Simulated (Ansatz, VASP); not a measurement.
# SnTe in VASP and in Ansatz

```
CELL_PARAMETERS angstrom
0.00000 3.17740 3.17740
3.17740 0.00000 3.17740
3.17740 3.17740 0.00000
ATOMIC_POSITIONS crystal
Sn 0.00000 0.00000 0.00000
Te 0.50000 0.50000 0.50000
```

Change from the starting cell: volume scaled by 1.02, PAW files.

Alike in both runs: task electric field gradients; functional PBEsol; k mesh 11 × 11 × 11; occupations fermi-dirac, width 0.08 eV; no spin polarisation.

```csv
,VASP,Ansatz
version,VASP 6.6.1,Ansatz 0.2.0
potentials or method,"VASP PAW PBE potentials, release 64 (Sn_d, Te)","PAW with Ansatz's default frozen-core files, scalar-relativistic"
plane-wave cutoff (eV),520,420
valence electrons in the cell,20,30
```

|  | VASP | Ansatz | Ansatz less VASP |
| --- | --- | --- | --- |
| pressure (GPa) | -1.4 | -1.4 | 0.00 |

VASP's potentials were made for PBE, not for PBEsol. VASP's potentials hold 20 valence electrons a cell and Ansatz's 30, so a difference there can come from the potentials and not from the codes.

Spin-orbit coupling is off throughout.
